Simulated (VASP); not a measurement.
# Al2O (P4/mmm) in VASP: further runs

Runs on Al2O. Level: PBE. Tasks: single point, relaxation of cell and atoms.

Everything below comes from runs of VASP 6.6.1. Logs are shortened: lines on timing, memory, paths and dates and some standing lists are left out, and cuts for length are marked.

## (1) The cell of the first run

It takes space group P4/mmm (No. 123, tetragonal). The conventional cell has a = 2.856 Å, b = 2.856 Å, c = 8.507 Å, α = 90.00°, β = 90.00°, γ = 90.00°. Al (site symmetry 4mm) has 4 O at 2.43 Å and 10 Al at 2.50 to 2.96 Å within 3.2 Å. Within 3.3 Å of Al (site symmetry 4/mmm) lie 8 O at 2.47 Å and 6 Al at 2.77 to 2.86 Å. Within 3.3 Å of Al (site symmetry 4/mmm) lie 12 Al at 2.50 to 2.86 Å and 2 O at 2.82 Å. O (site symmetry 4mm) has 9 Al at 2.43 to 2.82 Å and 5 O at 2.86 Å within 3.2 Å.

The cell was built from a structure type or drawn by symmetry, and may not be a known phase.

## (2) Single point, PBE

The input, INCAR:

```
PREC = Accurate
ENCUT = 520
EDIFF = 1E-6
ISMEAR = 0
SIGMA = 0.1
LREAL = F
LASPH = T
NELM = 100
ALGO = Normal
ISIF = 2
LWAVE = F
LCHARG = T
GGA = PE
LELF = T
LVHAR = T
NBANDS = 21
```

The input, KPOINTS:

```
Automatic mesh
0
Gamma
  6 6 2
```

The input, POSCAR:

```
Al2O
1.0
    2.8562080800      0.0000000000      0.0000000000
    0.0000000000      2.8562080800      0.0000000000
    0.0000000000      0.0000000000      8.5074697300
Al O
4 2
Direct
    0.0000000000      0.0000000000      0.8261659700
    0.0000000000      0.0000000000      0.1738340300
    0.0000000000      0.0000000000      0.5000000000
    0.5000000000      0.5000000000      0.0000000000
    0.5000000000      0.5000000000      0.3319490000
    0.5000000000      0.5000000000      0.6680510000
```

Potentials or basis: VASP PAW PBE potentials, release 64 (Al, O).

On the command line:

```sh
$ cat potpaw_PBE.64/Al/POTCAR potpaw_PBE.64/O/POTCAR > POTCAR
$ mpirun -np 1 vasp_std > vasp.out
```

OUTCAR:

```text
PREC = Accurate
   ENCUT = 520
   EDIFF = 1E-6
   ISMEAR = 0
   LREAL = F
   LASPH = T
   NELM = 100
   ISIF = 2
   GGA = PE

 ion  position               nearest neighbor table
   1  0.000  0.000  0.826-   6 2.43   6 2.43   6 2.43   6 2.43   4 2.50   4 2.50   4 2.50   4 2.50
                             3 2.77   2 2.96
   2  0.000  0.000  0.174-   5 2.43   5 2.43   5 2.43   5 2.43   4 2.50   4 2.50   4 2.50   4 2.50
                             3 2.77   1 2.96
   3  0.000  0.000  0.500-   5 2.47   6 2.47   5 2.47   6 2.47   5 2.47   6 2.47   5 2.47   6 2.47
                             1 2.77   2 2.77
   4  0.500  0.500  0.000-   1 2.50   2 2.50   1 2.50   2 2.50   1 2.50   2 2.50   1 2.50   2 2.50

   5  0.500  0.500  0.332-   2 2.43   2 2.43   2 2.43   2 2.43   3 2.47   3 2.47   3 2.47   3 2.47

   6  0.500  0.500  0.668-   1 2.43   1 2.43   1 2.43   1 2.43   3 2.47   3 2.47   3 2.47   3 2.47

  LATTYP: Found a simple tetragonal cell.
 ALAT       =     2.8562080800
 C/A-ratio  =     2.9785889164

  Lattice vectors:

 A1 = (   2.8562080800,   0.0000000000,   0.0000000000)
 A2 = (   0.0000000000,   2.8562080800,   0.0000000000)
 A3 = (   0.0000000000,   0.0000000000,   8.5074697300)

Analysis of symmetry for initial positions (statically):
=====================================================================
 Subroutine PRICEL returns:
 Original cell was already a primitive cell.

 Routine SETGRP: Setting up the symmetry group for a
 simple tetragonal supercell.

 Subroutine GETGRP returns: Found 16 space group operations
 (whereof 16 operations were pure point group operations)
 out of a pool of 16 trial point group operations.

The static configuration has the point symmetry D_4h.

Analysis of symmetry for dynamics (positions and initial velocities):
=====================================================================
 Subroutine PRICEL returns:
 Original cell was already a primitive cell.

 Routine SETGRP: Setting up the symmetry group for a
 simple tetragonal supercell.

 Subroutine GETGRP returns: Found 16 space group operations
 (whereof 16 operations were pure point group operations)
 out of a pool of 16 trial point group operations.

The dynamic configuration has the point symmetry D_4h.

 Subroutine INISYM returns: Found 16 space group operations
 (whereof 16 operations are pure point group operations),
[... 99 lines left out ...]
   EDIFF  = 0.1E-05   stopping-criterion for ELM
   LREAL  =      F    real-space projection
   EDIFFG = 0.1E-04   stopping-criterion for IOM
   NSW    =      0    number of steps for IOM
   IBRION =     -1    ionic relax: 0-MD 1-quasi-New 2-CG
   NFREE  =      0    steps in history (QN), initial steepest desc. (CG)
   ISIF   =      2    stress and relaxation
   ISYM   =      2    0-nonsym 1-usesym 2-fastsym
   POTIM  = 0.5000    time-step for ionic-motion
   TEBEG  =    0.0;   TEEND  =   0.0 temperature during run
   PSTRESS=    0.0 pullay stress
   NELECT =      24.0000    total number of electrons
   NUPDOWN=      -1.0000    fix difference up-down
   EMIN   =  10.00;   EMAX   =-10.00  energy-range for DOS
   EFERMI =   0.00;   METHOD = LEGACY
   ISMEAR =     0;   SIGMA  =   0.10  broadening in eV -4-tet -1-fermi 0-gaus
   EFERMI_NEDOS =   21; number of points for ismear=-14 and -15
   IALGO  =     38    algorithm
   IMIX   =      4    mixing-type and parameters
     AMIX     =   0.40;   BMIX     =  1.00
     AMIX_MAG =   1.60;   BMIX_MAG =  1.00
  volume/ion in A,a.u.               =      11.57        78.06
  Fermi-wavevector in a.u.,A,eV,Ry     =   1.149084  2.171454 17.965060  1.320395
  Thomas-Fermi vector in A             =   2.285756
   LORBIT       =      0    0 simple, 1 ext, 2 COOP (PROOUT), +10 PAW based schemes
   GGA     = PE    functional components
   LHFCALC =     F    Hartree Fock is set to
   AEXX    =    0.0000 exact exchange contribution
   IVDW    =     0    specifies the selected vdW correction
   LEPSILON=     F    determine dielectric tensor
   LRPA    =     F    only Hartree local field effects (RPA)
 non-spin polarized calculation
 Gauss-broadening in eV      SIGMA  =   0.10
  energy-cutoff  :      520.00
  volume of cell :       69.40
 maximum number of plane-waves:      1891
 NGX is ok and might be reduce to    24
   NGX = 11   NGY = 11   NGZ = 31

 number of electron      24.0000006 magnetization

 Free energy of the ion-electron system (eV)
  ---------------------------------------------------
  ext. energy  EPLUGINS =         0.00000000
  ---------------------------------------------------
  free energy    TOTEN  =       -26.31324322 eV

  energy without entropy =      -26.29383125  energy(sigma->0) =      -26.30353723

 E-fermi :   9.2762     XC(G=0): -11.1043

 val. band max:        9.2753583704   @ k =   0.1667   0.0000   0.5000
 cond. band min:       9.2814088614   @ k =   0.1667   0.1667   0.5000
 fundamental gap:      0.0060504911
 Fermi energy:         9.2761571106

 k-point     1 :       0.0000    0.0000    0.0000
  band No.  band energies     occupation
      1     -10.7037      2.00000
      2     -10.2794      2.00000
      3      -2.6435      2.00000
      4       1.1464      2.00000
      5       1.5246      2.00000
      6       5.5529      2.00000
[... 469 lines left out ...]
     20      12.7760      0.00000
     21      16.1144      0.00000

------------------------ aborting loop because EDIFF is reached ----------------------------------------

  FORCE on cell =-STRESS in cart. coord.  units (eV):
  Direction    XX          YY          ZZ          XY          YZ          ZX
  --------------------------------------------------------------------------------------
  -------------------------------------------------------------------------------------
  Total        2.8536299      2.8536299     11.1262057      0.0000000     -0.0000000      0.0000000
  in kB       65.8761380     65.8761380    256.8488165      0.0000000     -0.0000000      0.0000000
  external PRESSURE =     129.5336975 kB  Pullay stress =       0.0000000 kB

 VOLUME and BASIS-vectors are now :
 -----------------------------------------------------------------------------
  energy-cutoff  :      520.00
  volume of cell :       69.40
      direct lattice vectors                 reciprocal lattice vectors
     2.856208080  0.000000000  0.000000000     0.350114548  0.000000000  0.000000000
     0.000000000  2.856208080  0.000000000     0.000000000  0.350114548  0.000000000
     0.000000000  0.000000000  8.507469730     0.000000000  0.000000000  0.117543762

 POSITION                                       TOTAL-FORCE (eV/Angst)
 -----------------------------------------------------------------------------------
      0.00000      0.00000      7.02858         0.000000      0.000000     -2.632418
      0.00000      0.00000      1.47889         0.000000      0.000000      2.632418
      0.00000      0.00000      4.25373        -0.000000      0.000000     -0.000000
      1.42810      1.42810      0.00000        -0.000000      0.000000     -0.000000
      1.42810      1.42810      2.82405        -0.000000     -0.000000      0.535082
      1.42810      1.42810      5.68342        -0.000000      0.000000     -0.535082
 -----------------------------------------------------------------------------------
    total drift:                                0.000000     -0.000000      0.000000

  FREE ENERGIE OF THE ION-ELECTRON SYSTEM (eV)
  ---------------------------------------------------
  free  energy   TOTEN  =       -26.3132432176 eV

  energy  without entropy=      -26.2938312483  energy(sigma->0) =      -26.30353723
```

Wall time 29 s (1 thread of Intel Xeon 8259CL, shared host); peak memory 0.18 GiB.

What came out:

```
Free energy            : -26.3132 eV
Pressure               : 13.0 GPa
Largest force          : 2.632 eV/Å
Band gap on the k mesh : zero (bands 12 and 13 overlap by 0.90 eV)
```

Forces in eV/Å, atoms in the order of the input:
```
Al   0.000  0.000 -2.632
Al   0.000  0.000  2.632
Al   0.000  0.000  0.000
Al   0.000  0.000  0.000
O    0.000  0.000  0.535
O    0.000  0.000 -0.535
```

Caveat: the k points lie up to 0.37 Å⁻¹ apart, too coarse for converged energies and pressures of a metal; forces of over 1 eV/Å act on the atoms, so gaps and moduli don't describe the material at rest.

## (3) Single point, PBE

This run uses another cell than the first one, of 16.23 Å³/atom.

The input, INCAR:

```
SYSTEM = Al2O
PREC     = Accurate       ! precision mode
ENCUT    = 520            ! plane-wave cutoff, eV
EDIFF    = 1E-6           ! SCF threshold, eV
ISMEAR   = 0              ! smearing method
SIGMA    = 0.1            ! smearing width, eV
LREAL    = .False.        ! projectors in reciprocal space
LASPH    = .True.         ! aspherical terms in the spheres
NELM     = 60             ! most SCF steps
ALGO     = Normal         ! electronic algorithm
ISIF     = 2              ! what is computed and relaxed
LWAVE    = .False.        ! write WAVECAR
LCHARG   = .False.        ! write CHGCAR
GGA      = PE             ! functional
NBANDS   = 21             ! bands
```

The input, KPOINTS:

```
regular mesh
0
Gamma
  6 6 2
  0 0 0
```

The input, POSCAR:

```
Al2O
1.0
    2.6437759260      0.0000000000      0.0000000000
    0.0000000000      2.6437759260      0.0000000000
    0.0000000000      0.0000000000     13.9322979363
Al O
4 2
Direct
    0.0000000000      0.0000000000      0.8375647446
    0.0000000000      0.0000000000      0.1624352554
    0.0000000000      0.0000000000      0.5000000000
    0.5000000000      0.5000000000      0.0000000000
    0.5000000000      0.5000000000      0.2087510211
    0.5000000000      0.5000000000      0.7912489789
```

Potentials or basis: VASP PAW PBE potentials, release 64 (Al, O).

On the command line:

```sh
$ cat potpaw_PBE.64/Al/POTCAR potpaw_PBE.64/O/POTCAR > POTCAR
$ mpirun -np 1 vasp_std > vasp.out
```

It took 68 s on 1 thread of Intel Xeon 8259CL, shared host; peak memory 0.2 GiB.

The run converged. Its results:

```
Free energy            : -31.1407 eV
Pressure               : 0.0 GPa
Largest force          : 0.017 eV/Å
Band gap on the k mesh : zero (bands 12 and 13 overlap by 1.96 eV)
```

Forces in eV/Å, atoms in the order of the input:
```
Al   0.000  0.000 -0.017
Al   0.000  0.000  0.017
Al   0.000  0.000  0.000
Al   0.000  0.000  0.000
O    0.000  0.000 -0.014
O    0.000  0.000  0.014
```

Stress tensor (GPa, compression positive):
```
-0.10  0.00  0.00
 0.00 -0.10  0.00
 0.00  0.00  0.16
```

Levels at points of the mesh, in eV from the Fermi level:
| k point | band 10 | band 11 | band 12 | band 13 | band 14 | band 15 |
| --- | --- | --- | --- | --- | --- | --- |
| (0.00, 0.00, 0.00) | -4.95 | -3.39 | -1.74 | 0.32 | 2.56 | 3.71 |
| (0.50, 0.00, 0.00) | -3.27 | -3.17 | -2.96 | -1.23 | 0.45 | 2.28 |
| (0.50, 0.50, 0.00) | -0.44 | 0.07 | 0.73 | 0.73 | 1.55 | 2.69 |
| (0.00, 0.00, 0.50) | -4.95 | -3.26 | -1.96 | 0.61 | 2.11 | 4.38 |
| (0.50, 0.00, 0.50) | -3.27 | -3.11 | -3.01 | -1.22 | 0.47 | 2.23 |
| (0.50, 0.50, 0.50) | -0.44 | 0.07 | 0.73 | 0.73 | 1.54 | 2.69 |

Caveat: the k points lie up to 0.40 Å⁻¹ apart, too coarse for converged energies and pressures of a metal.

## (4) Relaxation of cell and atoms, PBE

The input, INCAR:

```
  PREC = Accurate
  ENCUT = 600
  EDIFF = 1E-6
  ISMEAR = 0
  SIGMA = 0.1
  LREAL = False
  LASPH = True
  NELM = 60
  ALGO = Normal
  ISIF = 3
  LWAVE = False
  LCHARG = False
  GGA = PE
  IBRION = 2
  NSW = 90
  EDIFFG = -0.04
```

The input, KPOINTS:

```
regular mesh
0
Gamma
  6 6 2
```

The input, POSCAR:

```
Al2O
1.0
    2.8562080800      0.0000000000      0.0000000000
    0.0000000000      2.8562080800      0.0000000000
    0.0000000000      0.0000000000      8.5074697300
Al O
4 2
Direct
    0.0000000000      0.0000000000      0.8261659700
    0.0000000000      0.0000000000      0.1738340300
    0.0000000000      0.0000000000      0.5000000000
    0.5000000000      0.5000000000      0.0000000000
    0.5000000000      0.5000000000      0.3319490000
    0.5000000000      0.5000000000      0.6680510000
```

On the command line:

```sh
$ cat potpaw_PBE.64/Al/POTCAR potpaw_PBE.64/O/POTCAR > POTCAR
$ mpirun -np 1 vasp_std > vasp.out
```

Run time: 6.8 min. Hardware: 1 thread of Intel Xeon 8259CL, shared host; peak memory 0.2 GiB.

It converged, with:

| Item | Value |
| --- | --- |
| Free energy | -30.1649 eV |
| Relaxed volume | 13.87 Å³/atom |
| Relaxed cell | a = 2.713 Å, b = 2.713 Å, c = 11.301 Å, α = 90.00°, β = 90.00°, γ = 90.00° |
| Space group after relaxing (to 0.1 Å) | P4/mmm (No. 123) |
| Energy gained by relaxing | 641.3 meV/atom |
| Ionic steps | 20 |
| Pressure after relaxing | 0.0 GPa |
| Largest force after relaxing | 0.005 eV/Å |
| Band gap on the k mesh | zero (bands 12 and 13 overlap by 1.44 eV) |

Forces on the atoms (eV/Å):
```
Al   0.000  0.000 -0.005
Al   0.000  0.000  0.005
Al   0.000  0.000  0.000
Al   0.000  0.000  0.000
O    0.000  0.000  0.004
O    0.000  0.000 -0.004
```

Stress tensor (GPa, compression positive):
```
-0.06  0.00  0.00
 0.00 -0.06  0.00
 0.00  0.00  0.18
```

The path:
```tsv
step	energy change (eV)	largest force (eV/Å)	pressure (GPa)	volume (Å³)
1	0.0000	2.6329	12.88	69.40
2	-1.1035	1.8824	-4.83	79.07
3	-1.1608	1.5772	-7.90	81.85
4	-1.8366	1.6918	-4.76	78.14
5	-1.9763	2.1633	8.02	72.27
6	-2.1271	2.2468	1.61	74.66
7	-2.5201	1.5861	6.27	73.76
8	-2.5925	1.6521	9.40	73.28
9	-3.0886	1.3756	4.73	76.99
10	-3.4354	0.9945	-0.22	81.61
11	-3.5458	0.4932	-7.17	91.24
12	-3.5821	0.4785	-5.19	87.89
13	-3.7101	0.3754	-1.93	85.52
14	-3.7227	0.2999	-0.16	84.52
15	-3.7986	0.2011	0.75	83.35
16	-3.8356	0.0294	2.34	81.68
17	-3.8390	0.0272	-1.56	84.16
18	-3.8473	0.0040	0.20	83.02
19	-3.8473	0.0048	0.13	83.04
20	-3.8478	0.0049	0.02	83.20
```

Final structure:
```
CELL_PARAMETERS angstrom
2.71340 0.00000 0.00000
0.00000 2.71340 0.00000
0.00000 0.00000 11.30106
ATOMIC_POSITIONS crystal
Al 0.00000 0.00000 0.76535
Al 0.00000 0.00000 0.23465
Al 0.00000 0.00000 0.50000
Al 0.50000 0.50000 0.00000
O 0.50000 0.50000 0.24634
O 0.50000 0.50000 0.75366
```

Levels at points of the mesh, in eV from the Fermi level:
| k point | band 9 | band 10 | band 11 | band 12 | band 13 | band 14 | band 15 | band 16 |
| --- | --- | --- | --- | --- | --- | --- | --- | --- |
| (0.00, 0.00, 0.00) | -6.50 | -5.70 | -4.07 | -0.65 | -0.64 | 2.99 | 3.89 | 5.58 |
| (0.50, 0.00, 0.00) | -4.20 | -3.50 | -3.37 | -2.40 | -0.99 | 0.79 | 1.31 | 3.38 |
| (0.50, 0.50, 0.00) | -0.74 | -0.10 | -0.10 | -0.10 | 0.59 | 0.59 | 1.08 | 3.30 |
| (0.00, 0.00, 0.50) | -6.51 | -6.51 | -2.79 | -2.52 | 1.30 | 1.36 | 5.62 | 5.76 |
| (0.50, 0.00, 0.50) | -3.99 | -3.81 | -3.09 | -2.75 | -0.19 | -0.14 | 1.65 | 3.28 |
| (0.50, 0.50, 0.50) | -0.53 | -0.47 | -0.05 | -0.05 | 0.50 | 0.50 | 1.81 | 2.20 |

Caveat: the k points lie up to 0.39 Å⁻¹ apart in the final cell, too coarse for converged energies and pressures of a metal; the volume moved by over 15 % at a fixed basis, so the end points are rough.

## (5) Overview

| task | cell | cutoff (eV) | gap on the mesh (eV) | pressure (GPa) | largest force (eV/Å) |
| --- | --- | --- | --- | --- | --- |
| single point | a = 2.856, b = 2.856, c = 8.507 Å, 6 atoms, atomic positions A | 520 | none | 13.0 | 2.63 |
| single point | a = 2.644, b = 2.644, c = 13.932 Å, 6 atoms, atomic positions B | 520 | none | 0.0 | 0.02 |
| relaxation of cell and atoms | relaxed from a = 2.856, b = 2.856, c = 8.507 Å, 6 atoms, atomic positions A | 600 | none | 0.0 | - |

Alike in all rows: level PBE; potentials or basis VASP PAW PBE potentials, release 64 (Al, O); no spin polarisation; k mesh 6 × 6 × 2; smearing gaussian 0.1 eV.

Caveats: all runs use coarse meshes; forces of over 1 eV/Å act on the atoms, so gaps and moduli don't describe the material at rest (at least some runs); the volume moved by over 15 % at a fixed basis, so the end points are rough (at least some runs).

Total energies depend on the potentials used, so only differences within one code and one set of settings carry meaning.
